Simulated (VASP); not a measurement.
# Sn (I4_1/amd) in VASP: notebook

Sn is run at these levels: PBE; tasks: single point.

All numbers are computed with VASP 6.6.1; they aren't measurements. Logs are shortened: lines on timing, memory, paths and dates and some standing lists are left out, and cuts for length are marked.

### 1 The cell of the first run

Symmetry: I4_1/amd, No. 141, tetragonal system. Conventional cell: a = 5.715 Å, b = 5.715 Å, c = 3.181 Å, α = 90.00°, β = 90.00°, γ = 90.00°. Within 3.9 Å of Sn (site symmetry -4m2) lie 10 Sn at 2.97 to 3.72 Å.

### 2 Single point, PBE (equal xx and yy strain of -2 %)

The input, INCAR:

```
  ALGO = Normal
  EDIFF = 1E-7
  ENCUT = 520
  GGA = PE
  ISIF = 2
  ISMEAR = -1
  LASPH = T
  LCHARG = F
  LREAL = F
  LWAVE = F
  NBANDS = 21
  NELM = 100
  PREC = Accurate
  SIGMA = 0.05
```

The input, KPOINTS:

```
k-points
0
Gamma
  15 15 15
```

The input, POSCAR:

```
Sn
1.0
   -2.8575330000      2.8575330000      1.5906500000
    2.8575330000     -2.8575330000      1.5906500000
    2.8575330000      2.8575330000     -1.5906500000
Sn
2
Direct
    0.0000000000      0.0000000000      0.0000000000
    0.7500000000      0.2500000000      0.5000000000
```

Potentials or basis: VASP PAW PBE potentials, release 64 (Sn_d).

Launch:

```
cat potpaw_PBE.64/Sn_d/POTCAR > POTCAR
mpirun -np 1 vasp_std > vasp.out
```

OUTCAR:

```text
EDIFF = 1E-7
   ENCUT = 520
   GGA = PE
   ISIF = 2
   ISMEAR = -1
   LASPH = T
   LREAL = F
   NELM = 100
   PREC = Accurate

 ion  position               nearest neighbor table
   1  0.000  0.000  0.000-   2 2.97   2 2.97   2 2.97   2 2.97   2 3.72   2 3.72   2 3.72   2 3.72

   2  0.750  0.250  0.500-   1 2.97   1 2.97   1 2.97   1 2.97   1 3.72   1 3.72   1 3.72   1 3.72

  LATTYP: Found a body centered tetragonal cell.
 ALAT       =     5.7150660000
 C/A-ratio  =     0.5566514892

  Lattice vectors:

 A1 = (  -2.8575330000,   2.8575330000,   1.5906500000)
 A2 = (   2.8575330000,  -2.8575330000,   1.5906500000)
 A3 = (   2.8575330000,   2.8575330000,  -1.5906500000)

Analysis of symmetry for initial positions (statically):
=====================================================================
 Subroutine PRICEL returns:
 Original cell was already a primitive cell.

 Routine SETGRP: Setting up the symmetry group for a
 body centered tetragonal supercell.

 Subroutine GETGRP returns: Found 16 space group operations
 (whereof  8 operations were pure point group operations)
 out of a pool of 16 trial point group operations.

The static configuration has the point symmetry D_2d.
 The point group associated with its full space group is D_4h.

Analysis of symmetry for dynamics (positions and initial velocities):
=====================================================================
 Subroutine PRICEL returns:
 Original cell was already a primitive cell.

 Routine SETGRP: Setting up the symmetry group for a
 body centered tetragonal supercell.

 Subroutine GETGRP returns: Found 16 space group operations
 (whereof  8 operations were pure point group operations)
 out of a pool of 16 trial point group operations.

The dynamic configuration has the point symmetry D_2d.
 The point group associated with its full space group is D_4h.

 Subroutine INISYM returns: Found 16 space group operations
 (whereof  8 operations are pure point group operations),
 and found     1 'primitive' translations

----------------------------------------------------------------------------------------

                                     Primitive cell

  volume of cell :      51.9538

  direct lattice vectors                    reciprocal lattice vectors
    -2.857533000  2.857533000  1.590650000     0.000000000  0.174976107  0.314336906
     2.857533000 -2.857533000  1.590650000     0.174976107  0.000000000  0.314336906
     2.857533000  2.857533000 -1.590650000     0.174976107  0.174976107  0.000000000

  length of vectors
     4.342943370  4.342943370  4.342943370     0.359755929  0.359755929  0.247453584

  position of ions in fractional coordinates (direct lattice)
     0.000000000  0.000000000  0.000000000
     0.750000000  0.250000000  0.500000000

  ion indices of the primitive-cell ions
   primitive index   ion index
                 1           1
                 2           2

----------------------------------------------------------------------------------------

 KPOINTS: k-points

Automatic generation of k-mesh.
 Grid dimensions read from file:
 generate k-points for:   15   15   15

 Generating k-lattice:

  Cartesian coordinates                     Fractional coordinates (reciprocal lattice)
     0.000000000  0.011665074  0.020955794     0.066666667  0.000000000  0.000000000
     0.011665074  0.000000000  0.020955794     0.000000000  0.066666667  0.000000000
     0.011665074  0.011665074  0.000000000     0.000000000  0.000000000  0.066666667

  Length of vectors
     0.023983729  0.023983729  0.016496906

  Shift w.r.t. Gamma in fractional coordinates (k-lattice)
     0.000000000  0.000000000  0.000000000

 Subroutine IBZKPT returns following result:
 ===========================================

 Found    288 irreducible k-points:

 Following reciprocal coordinates:
            Coordinates               Weight
  0.000000  0.000000  0.000000      1.000000
  0.066667  0.000000 -0.000000      8.000000
  0.133333  0.000000 -0.000000      8.000000
  0.200000 -0.000000  0.000000      8.000000
  0.266667  0.000000 -0.000000      8.000000
  0.333333  0.000000 -0.000000      8.000000
[... 16 lines left out ...]
  0.133333  0.133333  0.000000      8.000000
  0.200000  0.133333  0.000000     16.000000
 [... further k-points ...]
   k-points           NKPTS =    288   k-points in BZ     NKDIM =    288   number of bands    NBANDS=     21
   number of dos      NEDOS =    301   number of ions     NIONS =      2
   total plane-waves  NPLWV =  32768
   dimension x,y,z NGX =    32 NGY =   32 NGZ =   32
   dimension x,y,z NGXF=    64 NGYF=   64 NGZF=   64
   ions per type =               2
   NGX,Y,Z   is equivalent  to a cutoff of  12.25, 12.25, 12.25 a.u.
   NGXF,Y,Z  is equivalent  to a cutoff of  24.50, 24.50, 24.50 a.u.
 SYSTEM =  unknown system
   PREC   = accura    normal or accurate (medium, high low for compatibility)
   ISTART =      0    job   : 0-new  1-cont  2-samecut
   ICHARG =      2    charge: 1-file 2-atom 10-const
   ISPIN  =      1    spin polarized calculation?
   LNONCOLLINEAR =      F non collinear calculations
   LSORBIT =      F    spin-orbit coupling
   LASPH  =      T    aspherical Exc in radial PAW
   ENCUT  =  520.0 eV  38.22 Ry    6.18 a.u.   8.07  8.07  8.07*2*pi/ulx,y,z
   NELM   =    100;   NELMIN=  2; NELMDL= -5     # of ELM steps
   EDIFF  = 0.1E-06   stopping-criterion for ELM
   LREAL  =      F    real-space projection
   EDIFFG = 0.1E-05   stopping-criterion for IOM
   NSW    =      0    number of steps for IOM
   IBRION =     -1    ionic relax: 0-MD 1-quasi-New 2-CG
   NFREE  =      0    steps in history (QN), initial steepest desc. (CG)
   ISIF   =      2    stress and relaxation
   ISYM   =      2    0-nonsym 1-usesym 2-fastsym
   POTIM  = 0.5000    time-step for ionic-motion
   TEBEG  =    0.0;   TEEND  =   0.0 temperature during run
   PSTRESS=    0.0 pullay stress
   NELECT =      28.0000    total number of electrons
   NUPDOWN=      -1.0000    fix difference up-down
   EMIN   =  10.00;   EMAX   =-10.00  energy-range for DOS
   EFERMI =   0.00;   METHOD = LEGACY
   ISMEAR =    -1;   SIGMA  =   0.05  broadening in eV -4-tet -1-fermi 0-gaus
   EFERMI_NEDOS =   21; number of points for ismear=-14 and -15
   IALGO  =     38    algorithm
   IMIX   =      4    mixing-type and parameters
     AMIX     =   0.40;   BMIX     =  1.00
     AMIX_MAG =   1.60;   BMIX_MAG =  1.00
  volume/ion in A,a.u.               =      25.98       175.30
  Fermi-wavevector in a.u.,A,eV,Ry     =   1.332258  2.517603 24.149150  1.774912
  Thomas-Fermi vector in A             =   2.461207
   LORBIT       =      0    0 simple, 1 ext, 2 COOP (PROOUT), +10 PAW based schemes
   GGA     = PE    functional components
   LHFCALC =     F    Hartree Fock is set to
   AEXX    =    0.0000 exact exchange contribution
   IVDW    =     0    specifies the selected vdW correction
   LEPSILON=     F    determine dielectric tensor
   LRPA    =     F    only Hartree local field effects (RPA)
 non-spin polarized calculation
  energy-cutoff  :      520.00
  volume of cell :       51.95
 maximum number of plane-waves:      1420
   NGX = 17   NGY = 17   NGZ = 17

 number of electron      28.0000019 magnetization

 Free energy of the ion-electron system (eV)
  ---------------------------------------------------
  ext. energy  EPLUGINS =         0.00000000
  ---------------------------------------------------
  free energy    TOTEN  =        -7.53167870 eV

  energy without entropy =       -7.52441899  energy(sigma->0) =       -7.52804884

 E-fermi :   8.5254     XC(G=0): -10.5127

 val. band max:        8.5000443457   @ k =  -0.1333  -0.2000   0.1333
 cond. band min:       8.5324932131   @ k =  -0.4000  -0.4000   0.2000
 fundamental gap:      0.0324488675
 Fermi energy:         8.5254075969

 k-point     1 :       0.0000    0.0000    0.0000
  band No.  band energies     occupation
      1     -13.2108      2.00000
      2     -13.0865      2.00000
      3     -13.0669      2.00000
      4     -13.0256      2.00000
      5     -12.8807      2.00000
      6     -12.8807      2.00000
[... 13 lines left out ...]
     20      18.8333      0.00000
     21      19.3079      0.00000

 k-point     2 :       0.0667    0.0000   -0.0000
  band No.  band energies     occupation
      1     -13.2077      2.00000
      2     -13.0780      2.00000
      3     -13.0630      2.00000
      4     -13.0154      2.00000
      5     -12.8875      2.00000
      6     -12.8863      2.00000
[... 13 lines left out ...]
     20      18.1539      0.00000
     21      18.2292      0.00000

 k-point     3 :       0.1333    0.0000   -0.0000
  band No.  band energies     occupation
      1     -13.1982      2.00000
      2     -13.0550      2.00000
      3     -13.0522      2.00000
      4     -12.9903      2.00000
      5     -12.9034      2.00000
      6     -12.8932      2.00000
[... 13 lines left out ...]
     20      17.0656      0.00000
     21      17.3193      0.00000

 k-point     4 :       0.2000   -0.0000    0.0000
  band No.  band energies     occupation
      1     -13.1836      2.00000
      2     -13.0364      2.00000
      3     -13.0262      2.00000
      4     -12.9680      2.00000
      5     -12.9232      2.00000
      6     -12.8864      2.00000
[... 13 lines left out ...]
     20      16.2376      0.00000
     21      17.2527      0.00000

 k-point     5 :       0.2667    0.0000   -0.0000
  band No.  band energies     occupation
      1     -13.1664      2.00000
      2     -13.0195      2.00000
      3     -13.0050      2.00000
      4     -12.9678      2.00000
      5     -12.9415      2.00000
      6     -12.8945      2.00000
[... 13 lines left out ...]
     20      15.6352      0.00000
     21      17.7311      0.00000
[... 382 lines left out ...]
     20      18.2005      0.00000
     21      18.3929      0.00000

 k-point    22 :      -0.0667    0.0667    0.0000
  band No.  band energies     occupation
      1     -13.2067      2.00000
      2     -13.0877      2.00000
      3     -13.0631      2.00000
      4     -13.0290      2.00000
      5     -12.8829      2.00000
      6     -12.8775      2.00000
[... 13 lines left out ...]
     20      19.0238      0.00000
     21      19.0542      0.00000

 k-point    23 :       0.1333    0.1333    0.0000
  band No.  band energies     occupation
      1     -13.1776      2.00000
      2     -13.0276      2.00000
      3     -13.0009      2.00000
      4     -12.9467      2.00000
      5     -12.9265      2.00000
      6     -12.9113      2.00000
[... 13 lines left out ...]
     20      16.1870      0.00000
     21      16.5332      0.00000

 k-point    24 :       0.2000    0.1333    0.0000
  band No.  band energies     occupation
      1     -13.1638      2.00000
      2     -13.0123      2.00000
      3     -13.0028      2.00000
      4     -12.9491      2.00000
      5     -12.9407      2.00000
      6     -12.9201      2.00000
[... 13 lines left out ...]
     20      15.9239      0.00000
     21      16.9355      0.00000

 [... further k-points ...]

------------------------ aborting loop because EDIFF is reached ----------------------------------------

  FORCE on cell =-STRESS in cart. coord.  units (eV):
  Direction    XX          YY          ZZ          XY          YZ          ZX
  --------------------------------------------------------------------------------------
  -------------------------------------------------------------------------------------
  Total        1.9737353      1.9737353      1.1923319      0.0000000      0.0000000      0.0000000
  in kB       60.8670649     60.8670649     36.7697444      0.0000000      0.0000000      0.0000000
  external PRESSURE =      52.8346247 kB  Pullay stress =       0.0000000 kB

 VOLUME and BASIS-vectors are now :
 -----------------------------------------------------------------------------
  energy-cutoff  :      520.00
  volume of cell :       51.95
      direct lattice vectors                 reciprocal lattice vectors
    -2.857533000  2.857533000  1.590650000     0.000000000  0.174976107  0.314336906
     2.857533000 -2.857533000  1.590650000     0.174976107  0.000000000  0.314336906
     2.857533000  2.857533000 -1.590650000     0.174976107  0.174976107  0.000000000

 POSITION                                       TOTAL-FORCE (eV/Angst)
 -----------------------------------------------------------------------------------
      0.00000      0.00000      0.00000         0.000000      0.000000      0.000000
      0.00000      2.85753      0.79532        -0.000000     -0.000000     -0.000000
 -----------------------------------------------------------------------------------
    total drift:                                0.000000     -0.000000      0.000000

  FREE ENERGIE OF THE ION-ELECTRON SYSTEM (eV)
  ---------------------------------------------------
  free  energy   TOTEN  =        -7.5316786989 eV

  energy  without entropy=       -7.5244189904  energy(sigma->0) =       -7.52804884
```

It took 3.2 min on 1 thread of Intel Xeon 6975P-C, shared host; peak memory 0.36 GiB.

What came out:

```yaml
Free_energy: -7.5317 eV
Pressure: 5.3 GPa
Band_gap_on_the_k_mesh: zero (band 14 reaches 10.17 eV, above the bottom of band 15 at 5.49 eV)
```

Stress tensor (GPa, compression positive):
```
6.09 0.00 0.00
0.00 6.09 0.00
0.00 0.00 3.68
```

Levels at points of the mesh, in eV from the Fermi level:
```tsv
k point	band 10	band 11	band 12	band 13	band 14	band 15	band 16	band 17	band 18	band 19
(0.00, 0.00, 0.00)	-21.15	-11.46	-3.27	-2.01	-2.01	2.99	6.64	6.64	6.82	6.92
```

Caveat: the cell differs from its parent crystal (equal xx and yy strain of -2 %); spin-orbit coupling is left out, which moves the levels of the heavy elements.

### 3 Single point, PBE (equal xx and yy strain of +1 %)

The input, INCAR:

```
PREC     = Accurate       # precision mode
ENCUT    = 520            # plane-wave cutoff, eV
EDIFF    = 1E-6           # SCF threshold, eV
ISMEAR   = -1             # smearing method
SIGMA    = 0.05           # smearing width, eV
LREAL    = False          # projectors in reciprocal space
LASPH    = True           # aspherical terms in the spheres
NELM     = 80             # most SCF steps
ALGO     = Normal         # electronic algorithm
ISIF     = 2              # what is computed and relaxed
LWAVE    = False          # write WAVECAR
LCHARG   = False          # write CHGCAR
GGA      = PE             # functional
NBANDS   = 21             # bands
```

The input, KPOINTS:

```
regular mesh
0
Gamma
  15 15 15
```

The input, POSCAR:

```
Sn
1.0
   -2.9450085000      2.9450085000      1.5906500000
    2.9450085000     -2.9450085000      1.5906500000
    2.9450085000      2.9450085000     -1.5906500000
Sn
2
Direct
    0.0000000000      0.0000000000      0.0000000000
    0.7500000000      0.2500000000      0.5000000000
```

Potentials or basis: VASP PAW PBE potentials, release 64 (Sn_d).

Launch:

```
cat potpaw_PBE.64/Sn_d/POTCAR > POTCAR
mpirun -np 1 vasp_std > vasp.out
```

It took 4 min on 1 thread of Intel Xeon 6975P-C, shared host; peak memory 0.39 GiB.

Results (log left out):

```
Free energy            : -7.6078 eV
Pressure               : 1.5 GPa
Band gap on the k mesh : zero (band 14 reaches 9.21 eV, above the bottom of band 15 at 5.04 eV)
```

Stress tensor (GPa, compression positive):
```
1.61 0.00 0.00
0.00 1.61 0.00
0.00 0.00 1.14
```

Levels at points of the mesh, in eV from the Fermi level:
```csv
k point,band 12,band 13,band 14,band 15,band 16,band 17
"(0.00, 0.00, 0.00)",-3.77,-1.97,-1.97,2.97,6.07,6.07
```

Caveat: the cell differs from its parent crystal (equal xx and yy strain of +1 %); spin-orbit coupling is left out, which moves the levels of the heavy elements.

### 4 Single point, PBE (equal xx and yy strain of +3 %)

The input, INCAR:

```
PREC = Accurate
ENCUT = 520
EDIFF = 1E-6
ISMEAR = -1
SIGMA = 0.05
LREAL = False
LASPH = True
NELM = 60
ALGO = Normal
ISIF = 2
LWAVE = False
LCHARG = True
GGA = PE
LELF = True
LVHAR = True
NBANDS = 21
```

The input, KPOINTS:

```
Automatic mesh
0
Gamma
  15 15 15
```

The input, POSCAR:

```
Sn
1.0
   -3.0033255000      3.0033255000      1.5906500000
    3.0033255000     -3.0033255000      1.5906500000
    3.0033255000      3.0033255000     -1.5906500000
Sn
2
Direct
    0.0000000000      0.0000000000      0.0000000000
    0.7500000000      0.2500000000      0.5000000000
```

Launch:

```
cat potpaw_PBE.64/Sn_d/POTCAR > POTCAR
mpirun -np 1 vasp_std > vasp.out
```

Run time: 4 min. Hardware: 1 thread of Intel Xeon 6975P-C, shared host; peak memory 0.4 GiB.

Results (log left out):

* Free energy: -7.6136 eV
* Pressure: -0.5 GPa
* Band gap on the k mesh: zero (band 14 reaches 8.63 eV, above the bottom of band 15 at 4.77 eV)

Stress tensor (GPa, compression positive):
```
-0.80  0.00  0.00
 0.00 -0.80  0.00
 0.00  0.00  0.09
```

Levels at points of the mesh, in eV from the Fermi level:
```tsv
k point	band 12	band 13	band 14	band 15	band 16	band 17
(0.00, 0.00, 0.00)	-4.06	-1.92	-1.92	2.97	5.73	5.73
```

Caveat: the cell differs from its parent crystal (equal xx and yy strain of +3 %); spin-orbit coupling is left out, which moves the levels of the heavy elements.

### 5 Single point, PBE (zz strain of -3 %)

The input, INCAR:

```
PREC = Accurate
ENCUT = 520
EDIFF = 1E-7
ISMEAR = -1
SIGMA = 0.05
LREAL = F
LASPH = T
NELM = 60
ALGO = Normal
ISIF = 2
LWAVE = F
LCHARG = T
GGA = PE
LELF = T
LVHAR = T
NBANDS = 21
```

KPOINTS is that of step 4.

The input, POSCAR:

```
Sn
1.0
   -2.9158500000      2.9158500000      1.5429305000
    2.9158500000     -2.9158500000      1.5429305000
    2.9158500000      2.9158500000     -1.5429305000
Sn
2
Direct
    0.0000000000      0.0000000000      0.0000000000
    0.7500000000      0.2500000000      0.5000000000
```

Launch:

```
cat potpaw_PBE.64/Sn_d/POTCAR > POTCAR
mpirun -np 1 vasp_std > vasp.out
```

Wall time 6.4 min (1 thread of Intel Xeon Platinum 8259CL at 2.50GHz (Skylake/Cascade Lake), shared host); peak memory 0.38 GiB.

It converged, with:

```
Free energy            : -7.5561 eV
Pressure               : 4.6 GPa
Band gap on the k mesh : zero (band 14 reaches 9.82 eV, above the bottom of band 15 at 5.55 eV)
```

Stress tensor (GPa, compression positive):
```
4.15 0.00 0.00
0.00 4.15 0.00
0.00 0.00 5.37
```

Levels at points of the mesh, in eV from the Fermi level:
| k point | band 12 | band 13 | band 14 | band 15 | band 16 | band 17 |
| --- | --- | --- | --- | --- | --- | --- |
| (0.00, 0.00, 0.00) | -3.86 | -2.20 | -2.20 | 2.80 | 6.12 | 6.12 |

Caveat: the cell differs from its parent crystal (zz strain of -3 %); spin-orbit coupling is left out, which moves the levels of the heavy elements.

### 6 Summary

| cell | gap on the mesh (eV) | pressure (GPa) |
| --- | --- | --- |
| a = 4.343 Å, angles 97.7, 97.7, 137.0°, 2 atoms | none | 5.3 |
| a = 4.458 Å, angles 97.3, 97.3, 138.2°, 2 atoms | none | 1.5 |
| a = 4.535 Å, angles 97.1, 97.1, 138.9°, 2 atoms | none | -0.5 |
| a = 4.403 Å, angles 97.1, 97.1, 139.0°, 2 atoms | none | 4.6 |

Alike in all rows: task single point; level PBE; potentials or basis VASP PAW PBE potentials, release 64 (Sn_d); no spin polarisation; k mesh 15 × 15 × 15; cutoff (eV) 520; smearing fermi-dirac 0.05 eV.

Caveats: spin-orbit coupling is left out, which moves the levels of the heavy elements.

Absolute energies hang on the potentials; compare differences alone.
